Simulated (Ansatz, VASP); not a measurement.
## TiO: VASP beside Ansatz

```
Ti O
1.0
     4.95220    0.00000    0.00000
    -2.47610    4.28874    0.00000
     0.00000    0.00000    2.84283
Ti O
3 3
Direct
  0.66667 0.33333 0.50000
  0.33333 0.66667 0.50000
  0.00000 0.00000 0.00000
  0.60492 0.60492 0.00000
  0.39508 0.00000 0.00000
  0.00000 0.39508 0.00000
```

Alike in both runs: functional PBEsol; k mesh 6 × 6 × 6; occupations gaussian, width 0.1 eV; no spin polarisation.

Ansatz relaxed the structure, and its values are those at the end. VASP's run is a single point on that final structure, the one shown.

|  | VASP | Ansatz |
| --- | --- | --- |
| version | VASP 6.6.1 | Ansatz 0.2.0 |
| potentials or method | VASP PAW PBE potentials, release 64 (Ti_sv, O), cutoff 520 eV | scalar-relativistic, plane waves, PAW |
| valence electrons in the cell | 54 | 54 |

|  | VASP | Ansatz | Ansatz less VASP |
| --- | --- | --- | --- |
| gap on the k mesh at the Fermi level (eV) | none | none | - |
| pressure (GPa) | 0.8 | 0.0 | -0.77 |
| rms of the force components (eV/Å) | 0.005 | 0.001 | -0.0048 |

VASP's potentials were made for PBE, not for PBEsol. A gap of «none» marks a metal or a gap that the smearing closes. With one functional, cell and mesh, what is left measures potentials, basis and numerics.

The k mesh is coarse, so the values compare programs but aren't converged.
